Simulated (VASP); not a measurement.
# Sn7H4Se7 (buck sheet) in VASP: single point with PBE

Aim: the single point of Sn7H4Se7 (buck sheet) with PBE.

All numbers are computed with VASP 6.6.1; they aren't measurements. Logs are shortened: lines on timing, memory, paths and dates and some standing lists are left out, and cuts for length are marked.

## 1. The cell of the first run

The cell holds a wire with vacuum, 18 atoms: a = 23.200 Å, b = 10.900 Å, c = 6.780 Å, α = 90.00°, β = 90.00°, γ = 90.00°.

## 2. Single point, PBE

INCAR reads:

```
  PREC = Accurate
  ENCUT = 520
  EDIFF = 1E-7
  ISMEAR = 0
  SIGMA = 0.05
  LREAL = Auto
  LASPH = True
  NELM = 60
  ALGO = Normal
  ISIF = 2
  LWAVE = False
  LCHARG = False
  GGA = PE
  NBANDS = 87
```

KPOINTS reads:

```
regular mesh
0
Gamma
  1 1 5
```

POSCAR reads:

```
Sn7H4Se7
1.0
   23.2000000000      0.0000000000      0.0000000000
    0.0000000000     10.9000000000      0.0000000000
    0.0000000000      0.0000000000      6.7797015376
Sn Se H
7 7 4
Direct
    0.6687182115      0.4286591373      0.3333333333
    0.7530773173      0.4286591373      0.8333333333
    0.5000000000      0.4286591373      0.3333333333
    0.5843591058      0.4286591373      0.8333333333
    0.3312817885      0.4286591373      0.3333333333
    0.4156408942      0.4286591373      0.8333333333
    0.2469226827      0.4286591373      0.8333333333
    0.7530773173      0.5713408627      0.1666666667
    0.5843591058      0.5713408627      0.1666666667
    0.6687182115      0.5713408627      0.6666666667
    0.4156408942      0.5713408627      0.1666666667
    0.5000000000      0.5713408627      0.6666666667
    0.2469226827      0.5713408627      0.1666666667
    0.3312817885      0.5713408627      0.6666666667
    0.8059682699      0.5181168468      0.7288376931
    0.1940317301      0.5181168468      0.7288376931
    0.7982806315      0.4948857273      0.2559739871
    0.2017193685      0.4948857273      0.2559739871
```

Potentials or basis: VASP PAW PBE potentials, release 64 (Sn_d, Se, H).

Run with:

```console
> cat potpaw_PBE.64/Sn_d/POTCAR potpaw_PBE.64/Se/POTCAR potpaw_PBE.64/H/POTCAR > POTCAR
> mpirun -np 1 vasp_std > vasp.out
```

OUTCAR:

```text
PREC = Accurate
   ENCUT = 520
   EDIFF = 1E-7
   ISMEAR = 0
   LREAL = Auto
   LASPH = True
   NELM = 60
   ISIF = 2
   GGA = PE

 ion  position               nearest neighbor table
   1  0.669  0.429  0.333-   9 2.74   8 2.74  10 2.74
   2  0.753  0.429  0.833-  15 1.72  10 2.74   8 2.74
   3  0.500  0.429  0.333-   9 2.74  11 2.74  12 2.74
   4  0.584  0.429  0.833-  10 2.74  12 2.74   9 2.74
   5  0.331  0.429  0.333-  11 2.74  13 2.74  14 2.74
   6  0.416  0.429  0.833-  14 2.74  12 2.74  11 2.74
   7  0.247  0.429  0.833-  16 1.72  14 2.74  13 2.74
   8  0.753  0.571  0.167-  17 1.47   1 2.74   2 2.74
   9  0.584  0.571  0.167-   1 2.74   3 2.74   4 2.74
  10  0.669  0.571  0.667-   4 2.74   2 2.74   1 2.74
  11  0.416  0.571  0.167-   5 2.74   3 2.74   6 2.74
  12  0.500  0.571  0.667-   4 2.74   6 2.74   3 2.74
  13  0.247  0.571  0.167-  18 1.47   5 2.74   7 2.74
  14  0.331  0.571  0.667-   6 2.74   7 2.74   5 2.74
  15  0.806  0.518  0.729-   2 1.72
  16  0.194  0.518  0.729-   7 1.72
  17  0.798  0.495  0.256-   8 1.47
  18  0.202  0.495  0.256-  13 1.47

  LATTYP: Found a simple orthorhombic cell.
 ALAT       =     6.7797015376
 B/A-ratio  =     1.6077403909
 C/A-ratio  =     3.4219795475

  Lattice vectors:

 A1 = (   0.0000000000,   0.0000000000,  -6.7797015376)
 A2 = (   0.0000000000,  10.9000000000,   0.0000000000)
 A3 = (  23.2000000000,   0.0000000000,   0.0000000000)

Analysis of symmetry for initial positions (statically):
=====================================================================
 Subroutine PRICEL returns:
 Original cell was already a primitive cell.

 Routine SETGRP: Setting up the symmetry group for a
 simple orthorhombic supercell.

 Subroutine GETGRP returns: Found  2 space group operations
 (whereof  2 operations were pure point group operations)
 out of a pool of  8 trial point group operations.

The static configuration has the point symmetry C_1h.

Analysis of symmetry for dynamics (positions and initial velocities):
=====================================================================
 Subroutine PRICEL returns:
 Original cell was already a primitive cell.

 Routine SETGRP: Setting up the symmetry group for a
 simple orthorhombic supercell.

 Subroutine GETGRP returns: Found  2 space group operations
[... 114 lines left out ...]
   LREAL  =      T    real-space projection
   EDIFFG = 0.1E-05   stopping-criterion for IOM
   NSW    =      0    number of steps for IOM
   IBRION =     -1    ionic relax: 0-MD 1-quasi-New 2-CG
   NFREE  =      0    steps in history (QN), initial steepest desc. (CG)
   ISIF   =      2    stress and relaxation
   ISYM   =      2    0-nonsym 1-usesym 2-fastsym
   POTIM  = 0.5000    time-step for ionic-motion
   TEBEG  =    0.0;   TEEND  =   0.0 temperature during run
   PSTRESS=    0.0 pullay stress
   NELECT =     144.0000    total number of electrons
   NUPDOWN=      -1.0000    fix difference up-down
   EMIN   =  10.00;   EMAX   =-10.00  energy-range for DOS
   EFERMI =   0.00;   METHOD = LEGACY
   ISMEAR =     0;   SIGMA  =   0.05  broadening in eV -4-tet -1-fermi 0-gaus
   EFERMI_NEDOS =   21; number of points for ismear=-14 and -15
   IALGO  =     38    algorithm
   IMIX   =      4    mixing-type and parameters
     AMIX     =   0.40;   BMIX     =  1.00
     AMIX_MAG =   1.60;   BMIX_MAG =  1.00
  volume/ion in A,a.u.               =      95.25       642.76
  Fermi-wavevector in a.u.,A,eV,Ry     =   0.716947  1.354834  6.993580  0.514014
  Thomas-Fermi vector in A             =   1.805500
   LORBIT       =      0    0 simple, 1 ext, 2 COOP (PROOUT), +10 PAW based schemes
   GGA     = PE    functional components
   LHFCALC =     F    Hartree Fock is set to
   AEXX    =    0.0000 exact exchange contribution
   IVDW    =     0    specifies the selected vdW correction
   LEPSILON=     F    determine dielectric tensor
   LRPA    =     F    only Hartree local field effects (RPA)
 non-spin polarized calculation
 Gauss-broadening in eV      SIGMA  =   0.05
  energy-cutoff  :      520.00
  volume of cell :     1714.45
 maximum number of plane-waves:     46215
 NGX is ok and might be reduce to   180
   NGX = 87   NGY = 41   NGZ = 25

 number of electron     143.9999957 magnetization

 Free energy of the ion-electron system (eV)
  ---------------------------------------------------
  ext. energy  EPLUGINS =         0.00000000
  ---------------------------------------------------
  free energy    TOTEN  =       -67.38460236 eV

  energy without entropy =      -67.38460236  energy(sigma->0) =      -67.38460236

 E-fermi :  -2.8140     XC(G=0):  -3.2378

 val. band max:       -3.1197066481   @ k =   0.0000   0.0000   0.4000
 cond. band min:      -0.9996453599   @ k =   0.0000   0.0000   0.4000
 fundamental gap:      2.1200612881
 Fermi energy:        -2.8140346023

 k-point     1 :       0.0000    0.0000    0.0000
  band No.  band energies     occupation
      1     -23.8410      2.00000
      2     -23.8406      2.00000
      3     -23.8300      2.00000
      4     -23.8281      2.00000
      5     -23.7821      2.00000
      6     -23.7787      2.00000
[... 250 lines left out ...]
     83       0.8264      0.00000
     84       0.8491      0.00000
 [bands above 84 left out]

------------------------ aborting loop because EDIFF is reached ----------------------------------------

  FORCE on cell =-STRESS in cart. coord.  units (eV):
  Direction    XX          YY          ZZ          XY          YZ          ZX
  --------------------------------------------------------------------------------------
  -------------------------------------------------------------------------------------
  Total        1.9814870      3.0604392      2.0557949      0.0000000     -0.3759331      0.0000000
  in kB        1.8517262      2.8600214      1.9211679      0.0000000     -0.3513145      0.0000000
  external PRESSURE =       2.2109718 kB  Pullay stress =       0.0000000 kB

 VOLUME and BASIS-vectors are now :
 -----------------------------------------------------------------------------
  energy-cutoff  :      520.00
  volume of cell :     1714.45
      direct lattice vectors                 reciprocal lattice vectors
    23.200000000  0.000000000  0.000000000     0.043103448  0.000000000  0.000000000
     0.000000000 10.900000000  0.000000000     0.000000000  0.091743119  0.000000000
     0.000000000  0.000000000  6.779701538     0.000000000  0.000000000  0.147499118

 POSITION                                       TOTAL-FORCE (eV/Angst)
 -----------------------------------------------------------------------------------
     15.51426      4.67238      2.25990        -0.129484     -0.196536      0.144961
     17.47139      4.67238      5.64975        -0.568795     -0.885080      0.053869
     11.60000      4.67238      2.25990         0.000000     -0.051441      0.065267
     13.55713      4.67238      5.64975         0.093336     -0.069916     -0.086935
      7.68574      4.67238      2.25990         0.129484     -0.196536      0.144961
      9.64287      4.67238      5.64975        -0.093336     -0.069916     -0.086935
[... 10 lines left out ...]
     18.52011      5.39425      1.73543         0.232998     -0.194986      0.158012
      4.67989      5.39425      1.73543        -0.232998     -0.194986      0.158012
 -----------------------------------------------------------------------------------
    total drift:                                0.000000      0.016592     -0.006343

  FREE ENERGIE OF THE ION-ELECTRON SYSTEM (eV)
  ---------------------------------------------------
  free  energy   TOTEN  =       -67.3846023646 eV

  energy  without entropy=      -67.3846023646  energy(sigma->0) =      -67.38460236
```

OSZICAR:

```text
N       E                     dE             d eps       ncg     rms          rms(c)
DAV:   1     0.111119966666E+04    0.11112E+04   -0.58738E+04   658   0.131E+03
DAV:   2     0.831281569782E+02   -0.10281E+04   -0.10034E+04   609   0.292E+02
DAV:   3    -0.617290373070E+02   -0.14486E+03   -0.14335E+03   628   0.126E+02
[... 18 lines left out ...]
DAV:  22    -0.673845969057E+02   -0.56116E-05   -0.18487E-07   428   0.799E-04    0.246E-04
DAV:  23    -0.673846013553E+02   -0.44496E-05   -0.33168E-07   444   0.753E-04    0.121E-04
DAV:  24    -0.673846019243E+02   -0.56897E-06   -0.18688E-08   372   0.314E-04    0.838E-05
DAV:  25    -0.673846022773E+02   -0.35305E-06   -0.23049E-08   388   0.259E-04    0.476E-05
DAV:  26    -0.673846023646E+02   -0.87241E-07   -0.54132E-09   372   0.177E-04
   1 F= -.67384602E+02 E0= -.67384602E+02  d E =-.662329E-18
```

Wall time 41 min (1 thread of Oxide Virtual Turin-like, shared host); peak memory 1.5 GiB.

What came out:

```
Free energy            : -67.3846 eV
Largest force          : 1.053 eV/Å
Band gap on the k mesh : 2.12 eV, direct
```

Forces on the atoms (eV/Å):
```
Sn  -0.129 -0.197  0.145
Sn  -0.569 -0.885  0.054
Sn   0.000 -0.051  0.065
Sn   0.093 -0.070 -0.087
Sn   0.129 -0.197  0.145
Sn  -0.093 -0.070 -0.087
Sn   0.569 -0.885  0.054
Se  -0.118  0.626 -0.010
Se   0.066  0.090  0.012
Se  -0.059  0.096  0.030
Se  -0.066  0.090  0.012
Se   0.000  0.069 -0.020
Se   0.118  0.626 -0.010
Se   0.059  0.096  0.030
H    0.548  0.526 -0.323
H   -0.548  0.526 -0.323
H    0.233 -0.195  0.158
H   -0.233 -0.195  0.158
```

Levels at points of the mesh, in eV from the valence-band top:
| k point | band 69 | band 70 | band 71 | band 72 | band 73 | band 74 | band 75 | band 76 |
| --- | --- | --- | --- | --- | --- | --- | --- | --- |
| (0.00, 0.00, 0.00) | -0.32 | -0.29 | -0.07 | -0.06 | 2.22 | 2.33 | 2.49 | 2.72 |

Caveat: spin-orbit coupling is left out, which moves the levels of the heavy elements.
